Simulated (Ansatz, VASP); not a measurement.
## One calculation of CdSe, two programs

File INCAR:

```
SYSTEM = CdSe
ALGO = Normal
EDIFF = 1E-6
ENCUT = 500
GGA = PE
GGA_COMPAT = .False.
ISIF = 2
ISMEAR = 0
LASPH = .True.
LCHARG = .False.
LREAL = .False.
LWAVE = .False.
NBANDS = 26
NELM = 120
PREC = Accurate
SIGMA = 0.01
```

Contents of KPOINTS:

```
k-points
0
Gamma
  6 6 2
  0 0 0
```

Contents of POSCAR:

```
CdSe
1.0
    4.3000000000      0.0000000000      0.0000000000
   -2.1500000000      3.7239092400      0.0000000000
    0.0000000000      0.0000000000      7.0200000000
Cd Se
2 2
Direct
    0.3333333333      0.6666666667      0.0000000000
    0.6666666667      0.3333333333      0.5000000000
    0.3333333333      0.6666666667      0.3850000000
    0.6666666667      0.3333333333      0.8850000000
```

Input for Ansatz:

```yaml
crystal:
  lattice:
    - [4.3, 0.0, 0.0]
    - [-2.15, 3.72390924, 0.0]
    - [0.0, 0.0, 7.02]
  atoms:
    - { symbol: Cd, position: [0.3333333333333333, 0.6666666666666666, 0.0] }
    - { symbol: Cd, position: [0.6666666666666666, 0.3333333333333333, 0.5] }
    - { symbol: Se, position: [0.3333333333333333, 0.6666666666666666, 0.385] }
    - { symbol: Se, position: [0.6666666666666666, 0.3333333333333333, 0.885] }
kpoints:
  mp_grid:
    grid: [6, 6, 2]
hamiltonian:
  xc: pbe
scf:
  occupations:
    method: fixed
output:
  eigenvalues: true
```

Alike in both runs: task single point; functional PBE; k mesh 6 × 6 × 2; no spin polarisation.

|  | VASP | Ansatz |
| --- | --- | --- |
| version | VASP 6.6.1 | Ansatz 0.2.0 |
| potentials or method | VASP PAW PBE potentials, release 64 (Cd, Se) | plane waves, PAW |
| plane-wave cutoff (eV) | 500 | 420 |
| occupations | gaussian, width 0.01 eV | fixed |
| valence electrons in the cell | 36 | 72 |

```tsv
	VASP	Ansatz	Ansatz less VASP
gap on the k mesh at the Fermi level (eV)	0.70	0.70	0.000
```

VASP's potentials hold 36 valence electrons a cell and Ansatz's 72, so a difference there can come from the potentials and not from the codes.

The k mesh is coarse, so the values compare programs but aren't converged.
